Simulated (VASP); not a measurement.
# CdTe (F-43m) in VASP: further runs, part 2 of 2

VASP 6.6.1. The steps go on from the part before.

## Step 3: Single point, r2SCAN

This run uses another cell than the first one, of 35.25 Å³/atom, 0.997 times its volume.

Contents of POSCAR:

```
CdTe
1.0
    0.0000000000      3.2788487491      3.2788487491
    3.2788487491      0.0000000000      3.2788487491
    3.2788487491      3.2788487491      0.0000000000
Cd Te
1 1
Direct
    0.0000000000      0.0000000000      0.0000000000
    0.2500000000      0.2500000000      0.2500000000
```

Contents of INCAR.step1:

```
PREC = Accurate
ENCUT = 520
ISMEAR = 0
SIGMA = 0.02
LREAL = F
LASPH = T
NELM = 100
NBANDS = 16
GGA = PE
ALGO = Normal
EDIFF = 1E-4
LWAVE = T
LCHARG = F
```

Contents of INCAR.step2:

```
PREC = Accurate
ENCUT = 520
EDIFF = 1E-6
ISMEAR = 0
SIGMA = 0.02
LREAL = F
LASPH = T
NELM = 100
ALGO = Normal
ISIF = 2
LWAVE = F
LCHARG = F
METAGGA = R2SCAN
LMIXTAU = T
NBANDS = 16
ISTART = 1
```

Contents of KPOINTS:

```
regular mesh
0
Gamma
  8 8 8
```

Potentials or basis: VASP PAW PBE potentials, release 64 (Cd, Te).

Launch:

```
$ cat potpaw_PBE.64/Cd/POTCAR potpaw_PBE.64/Te/POTCAR > POTCAR
$ cp INCAR.step1 INCAR
$ mpirun -np 1 vasp_std > vasp.out
$ cp INCAR.step2 INCAR
$ mpirun -np 1 vasp_std > vasp.out
```

OUTCAR:

```text
PREC = Accurate
   ENCUT = 520
   EDIFF = 1E-6
   ISMEAR = 0
   LREAL = F
   LASPH = T
   NELM = 100
   ISIF = 2
   METAGGA = R2SCAN
   ISTART = 1

 ion  position               nearest neighbor table
   1  0.000  0.000  0.000-   2 2.84   2 2.84   2 2.84   2 2.84
   2  0.250  0.250  0.250-   1 2.84   1 2.84   1 2.84   1 2.84

  LATTYP: Found a face centered cubic cell.
 ALAT       =     6.5576974982

  Lattice vectors:

 A1 = (   0.0000000000,   3.2788487491,   3.2788487491)
 A2 = (   3.2788487491,   0.0000000000,   3.2788487491)
 A3 = (   3.2788487491,   3.2788487491,   0.0000000000)

Analysis of symmetry for initial positions (statically):
=====================================================================
 Subroutine PRICEL returns:
 Original cell was already a primitive cell.

 Routine SETGRP: Setting up the symmetry group for a
 face centered cubic supercell.

 Subroutine GETGRP returns: Found 24 space group operations
 (whereof 24 operations were pure point group operations)
 out of a pool of 48 trial point group operations.

The static configuration has the point symmetry T_d .

Analysis of symmetry for dynamics (positions and initial velocities):
=====================================================================
 Subroutine PRICEL returns:
 Original cell was already a primitive cell.

 Routine SETGRP: Setting up the symmetry group for a
 face centered cubic supercell.

 Subroutine GETGRP returns: Found 24 space group operations
 (whereof 24 operations were pure point group operations)
 out of a pool of 48 trial point group operations.

The dynamic configuration has the point symmetry T_d .

 Subroutine INISYM returns: Found 24 space group operations
 (whereof 24 operations are pure point group operations),
 and found     1 'primitive' translations

----------------------------------------------------------------------------------------

                                     Primitive cell

  volume of cell :      70.5008

  direct lattice vectors                    reciprocal lattice vectors
     0.000000000  3.278848749  3.278848749    -0.152492548  0.152492548  0.152492548
     3.278848749  0.000000000  3.278848749     0.152492548 -0.152492548  0.152492548
     3.278848749  3.278848749  0.000000000     0.152492548  0.152492548 -0.152492548

  length of vectors
     4.636992370  4.636992370  4.636992370     0.264124841  0.264124841  0.264124841

  position of ions in fractional coordinates (direct lattice)
     0.000000000  0.000000000  0.000000000
     0.250000000  0.250000000  0.250000000

  ion indices of the primitive-cell ions
   primitive index   ion index
                 1           1
                 2           2

----------------------------------------------------------------------------------------

 KPOINTS: regular mesh

Automatic generation of k-mesh.
 Grid dimensions read from file:
 generate k-points for:    8    8    8

 Generating k-lattice:

  Cartesian coordinates                     Fractional coordinates (reciprocal lattice)
    -0.019061568  0.019061568  0.019061568     0.125000000  0.000000000  0.000000000
     0.019061568 -0.019061568  0.019061568     0.000000000  0.125000000  0.000000000
     0.019061568  0.019061568 -0.019061568     0.000000000  0.000000000  0.125000000

  Length of vectors
     0.033015605  0.033015605  0.033015605

  Shift w.r.t. Gamma in fractional coordinates (k-lattice)
     0.000000000  0.000000000  0.000000000

 Subroutine IBZKPT returns following result:
 ===========================================

 Found     29 irreducible k-points:

 Following reciprocal coordinates:
            Coordinates               Weight
  0.000000  0.000000  0.000000      1.000000
  0.125000  0.000000  0.000000      8.000000
  0.250000  0.000000  0.000000      8.000000
  0.375000  0.000000  0.000000      8.000000
  0.500000  0.000000  0.000000      4.000000
  0.125000  0.125000  0.000000      6.000000
[... 16 lines left out ...]
  0.500000  0.250000  0.125000     48.000000
 -0.375000  0.250000  0.125000     24.000000
 [... further k-points ...]
   k-points           NKPTS =     29   k-points in BZ     NKDIM =     29   number of bands    NBANDS=     16
   number of dos      NEDOS =    301   number of ions     NIONS =      2
   total plane-waves  NPLWV =  46656
   dimension x,y,z NGX =    36 NGY =   36 NGZ =   36
   dimension x,y,z NGXF=    72 NGYF=   72 NGZF=   72
   ions per type =               1   1
   NGX,Y,Z   is equivalent  to a cutoff of  12.91, 12.91, 12.91 a.u.
   NGXF,Y,Z  is equivalent  to a cutoff of  25.81, 25.81, 25.81 a.u.
 SYSTEM =  unknown system
   PREC   = accura    normal or accurate (medium, high low for compatibility)
   ISTART =      1    job   : 0-new  1-cont  2-samecut
   ICHARG =      0    charge: 1-file 2-atom 10-const
   ISPIN  =      1    spin polarized calculation?
   LNONCOLLINEAR =      F non collinear calculations
   LSORBIT =      F    spin-orbit coupling
   LASPH  =      T    aspherical Exc in radial PAW
   ENCUT  =  520.0 eV  38.22 Ry    6.18 a.u.   8.62  8.62  8.62*2*pi/ulx,y,z
   NELM   =    100;   NELMIN=  2; NELMDL=  0     # of ELM steps
   EDIFF  = 0.1E-05   stopping-criterion for ELM
   LREAL  =      F    real-space projection
   EDIFFG = 0.1E-04   stopping-criterion for IOM
   NSW    =      0    number of steps for IOM
   IBRION =     -1    ionic relax: 0-MD 1-quasi-New 2-CG
   NFREE  =      0    steps in history (QN), initial steepest desc. (CG)
   ISIF   =      2    stress and relaxation
   ISYM   =      2    0-nonsym 1-usesym 2-fastsym
   POTIM  = 0.5000    time-step for ionic-motion
   TEBEG  =    0.0;   TEEND  =   0.0 temperature during run
   PSTRESS=    0.0 pullay stress
   NELECT =      18.0000    total number of electrons
   NUPDOWN=      -1.0000    fix difference up-down
   EMIN   =  10.00;   EMAX   =-10.00  energy-range for DOS
   EFERMI =   0.00;   METHOD = LEGACY
   ISMEAR =     0;   SIGMA  =   0.02  broadening in eV -4-tet -1-fermi 0-gaus
   EFERMI_NEDOS =   21; number of points for ismear=-14 and -15
   IALGO  =     38    algorithm
   IMIX   =      4    mixing-type and parameters
     AMIX     =   0.40;   BMIX     =  1.00
     AMIX_MAG =   1.60;   BMIX_MAG =  1.00
  volume/ion in A,a.u.               =      35.25       237.88
  Fermi-wavevector in a.u.,A,eV,Ry     =   1.038566  1.962606 14.675519  1.078620
  Thomas-Fermi vector in A             =   2.173057
   LORBIT       =      0    0 simple, 1 ext, 2 COOP (PROOUT), +10 PAW based schemes
   METAGGA = R2SCAN    functional components
   LHFCALC =     F    Hartree Fock is set to
   AEXX    =    0.0000 exact exchange contribution
   IVDW    =     0    specifies the selected vdW correction
   LEPSILON=     F    determine dielectric tensor
   LRPA    =     F    only Hartree local field effects (RPA)
 non-spin polarized calculation
 Gauss-broadening in eV      SIGMA  =   0.02
  energy-cutoff  :      520.00
  volume of cell :       70.50
 maximum number of plane-waves:      1924
 NGX is ok and might be reduce to    36
   NGX = 17   NGY = 17   NGZ = 17

 number of electron      18.0000005 magnetization

 Free energy of the ion-electron system (eV)
  ---------------------------------------------------
  ext. energy  EPLUGINS =         0.00000000
  ---------------------------------------------------
  free energy    TOTEN  =       -46.64520845 eV

  energy without entropy =      -46.64520845  energy(sigma->0) =      -46.64520845

 E-fermi :   1.9279     XC(G=0):  -8.9410

 val. band max:        1.7838780937   @ k =   0.0000   0.0000   0.0000
 cond. band min:       2.9419603395   @ k =   0.0000   0.0000   0.0000
 fundamental gap:      1.1580822459
 Fermi energy:         1.9278991812

 k-point     1 :       0.0000    0.0000    0.0000
  band No.  band energies     occupation
      1      -9.5401      2.00000
      2      -6.6623      2.00000
      3      -6.6623      2.00000
      4      -6.6623      2.00000
      5      -6.4048      2.00000
      6      -6.4048      2.00000
[... 8 lines left out ...]
     15      11.5529      0.00000
     16      11.5529      0.00000
[... 419 lines left out ...]
 k-point    24 :      -0.3750    0.2500    0.1250
  band No.  band energies     occupation
      1      -9.1079      2.00000
      2      -6.5747      2.00000
      3      -6.5648      2.00000
      4      -6.4187      2.00000
      5      -6.3992      2.00000
      6      -5.9664      2.00000
[... 8 lines left out ...]
     15      12.3497      0.00000
     16      12.9191      0.00000

 [... further k-points ...]
[... 5 lines left out ...]
  --------------------------------------------------------------------------------------
  -------------------------------------------------------------------------------------
  Total        0.0491096      0.0491096      0.0491096     -0.0000000      0.0000000      0.0000000
  in kB        1.1160474      1.1160474      1.1160474     -0.0000000      0.0000000      0.0000000
  external PRESSURE =       1.1160474 kB  Pullay stress =       0.0000000 kB

 VOLUME and BASIS-vectors are now :
 -----------------------------------------------------------------------------
  energy-cutoff  :      520.00
  volume of cell :       70.50
      direct lattice vectors                 reciprocal lattice vectors
     0.000000000  3.278848749  3.278848749    -0.152492548  0.152492548  0.152492548
     3.278848749  0.000000000  3.278848749     0.152492548 -0.152492548  0.152492548
     3.278848749  3.278848749  0.000000000     0.152492548  0.152492548 -0.152492548

 POSITION                                       TOTAL-FORCE (eV/Angst)
 -----------------------------------------------------------------------------------
      0.00000      0.00000      0.00000        -0.000000      0.000000     -0.000000
      1.63942      1.63942      1.63942         0.000000     -0.000000      0.000000
 -----------------------------------------------------------------------------------
    total drift:                               -0.000001     -0.000001     -0.000001

  FREE ENERGIE OF THE ION-ELECTRON SYSTEM (eV)
  ---------------------------------------------------
  free  energy   TOTEN  =       -46.6452084532 eV

  energy  without entropy=      -46.6452084532  energy(sigma->0) =      -46.64520845
```

Wall time 3.3 min (1 thread of AMD EPYC 7R13 (Zen 3), shared host); peak memory 0.2 GiB.

Results:

| Property | Result |
| --- | --- |
| Free energy | -46.6452 eV |
| Pressure | 0.1 GPa |
| Band gap on the k mesh | 1.16 eV, direct |

Levels at points of the mesh, in eV from the valence-band top:
| k point | band 6 | band 7 | band 8 | band 9 | band 10 | band 11 | band 12 | band 13 |
| --- | --- | --- | --- | --- | --- | --- | --- | --- |
| (0.00, 0.00, 0.00) | -8.19 | 0.00 | 0.00 | 0.00 | 1.16 | 5.05 | 5.05 | 5.05 |
| (0.50, 0.00, 0.00) | -7.84 | -4.29 | -0.74 | -0.74 | 2.19 | 5.60 | 5.60 | 7.38 |
| (0.50, 0.50, 0.00) | -7.70 | -4.18 | -1.79 | -1.79 | 2.95 | 2.99 | 9.26 | 9.63 |

Caveat: the PAW data sets were made with another functional, which shifts forces and pressure a little; spin-orbit coupling is left out, which moves the levels of the heavy elements. r2SCAN opens gaps a little over a GGA but as a rule still falls short of measured ones.

## Step 4: Relaxation of cell and atoms, r2SCAN

Contents of POSCAR:

```
CdTe
1.0
    0.0000000000      3.2821135562      3.2821135562
    3.2821135562      0.0000000000      3.2821135562
    3.2821135562      3.2821135562      0.0000000000
Cd Te
1 1
Direct
    0.0000000000      0.0000000000      0.0000000000
    0.2500000000      0.2500000000      0.2500000000
```

Contents of INCAR.step1:

```
ALGO     = Normal         # electronic algorithm
EDIFF    = 1E-4           # SCF threshold, eV
ENCUT    = 600            # plane-wave cutoff, eV
GGA      = PE             # functional
ISMEAR   = 0              # smearing method
LASPH    = T              # aspherical terms in the spheres
LCHARG   = F              # write CHGCAR
LREAL    = F              # projectors in reciprocal space
LWAVE    = T              # write WAVECAR
NELM     = 80             # most SCF steps
PREC     = Accurate       # precision mode
SIGMA    = 0.02           # smearing width, eV
```

Contents of INCAR.step2:

```
ALGO     = Normal         # electronic algorithm
EDIFF    = 1E-7           # SCF threshold, eV
EDIFFG   = -0.01          # ionic threshold
ENCUT    = 600            # plane-wave cutoff, eV
IBRION   = 2              # ionic algorithm
ISIF     = 3              # what is computed and relaxed
ISMEAR   = 0              # smearing method
ISTART   = 1            
LASPH    = T              # aspherical terms in the spheres
LCHARG   = F              # write CHGCAR
LMIXTAU  = T            
LREAL    = F              # projectors in reciprocal space
LWAVE    = F              # write WAVECAR
METAGGA  = R2SCAN         # meta-GGA
NELM     = 80             # most SCF steps
NSW      = 100            # ionic steps
PREC     = Accurate       # precision mode
SIGMA    = 0.02           # smearing width, eV
```

Contents of KPOINTS:

```
k-points
0
Gamma
  8 8 8
```

Launch:

```
$ cat potpaw_PBE.64/Cd/POTCAR potpaw_PBE.64/Te/POTCAR > POTCAR
$ cp INCAR.step1 INCAR
$ mpirun -np 1 vasp_std > vasp.out
$ cp INCAR.step2 INCAR
$ mpirun -np 1 vasp_std > vasp.out
```

Run time: 3.1 min. Hardware: 1 thread of AMD EPYC 7R13 (Zen 3), shared host; peak memory 0.24 GiB.

The run converged. Its results:

- Free energy: -46.6457 eV
- Pressure after relaxing: 0.0 GPa
- Band gap on the k mesh: 1.15 eV, direct

Final structure:
```
CELL_PARAMETERS angstrom
0.00000 3.28211 3.28211
3.28211 0.00000 3.28211
3.28211 3.28211 0.00000
ATOMIC_POSITIONS crystal
Cd 0.00000 0.00000 0.00000
Te 0.25000 0.25000 0.25000
```

Levels at points of the mesh, in eV from the valence-band top:
```csv
k point,band 6,band 7,band 8,band 9,band 10,band 11,band 12,band 13
"(0.00, 0.00, 0.00)",-8.18,0.00,0.00,0.00,1.15,5.06,5.06,5.06
"(0.50, 0.00, 0.00)",-7.84,-4.28,-0.73,-0.73,2.19,5.60,5.60,7.38
"(0.50, 0.50, 0.00)",-7.70,-4.16,-1.78,-1.78,2.96,2.99,9.24,9.62
```

Caveat: the relaxation stopped at its first step, so nothing moved; the PAW data sets were made with another functional, which shifts forces and pressure a little; spin-orbit coupling is left out, which moves the levels of the heavy elements. r2SCAN opens gaps a little over a GGA but as a rule still falls short of measured ones.

## Step 5: Overview

```csv
task,cell,k mesh,cutoff (eV),smearing,gap on the mesh (eV),pressure (GPa)
single point,"a = 4.642 Å, angles 60.0°, 2 atoms",6 × 6 × 6,520,gaussian 0.1 eV,1.15,0.0
single point,"a = 4.637 Å, angles 60.0°, 2 atoms",8 × 8 × 8,520,gaussian 0.02 eV,1.16,0.1
relaxation of cell and atoms,"relaxed from a = 4.642 Å, angles 60.0°, 2 atoms",8 × 8 × 8,600,gaussian 0.02 eV,1.15,0.0
```

Alike in all rows: level r2SCAN; potentials or basis VASP PAW PBE potentials, release 64 (Cd, Te); no spin polarisation.

Caveats: the PAW data sets were made with another functional, which shifts forces and pressure a little; spin-orbit coupling is left out, which moves the levels of the heavy elements; the relaxation stopped at its first step, so nothing moved (some runs).

Total energies depend on the potentials used, so only differences within one code and one set of settings carry meaning.
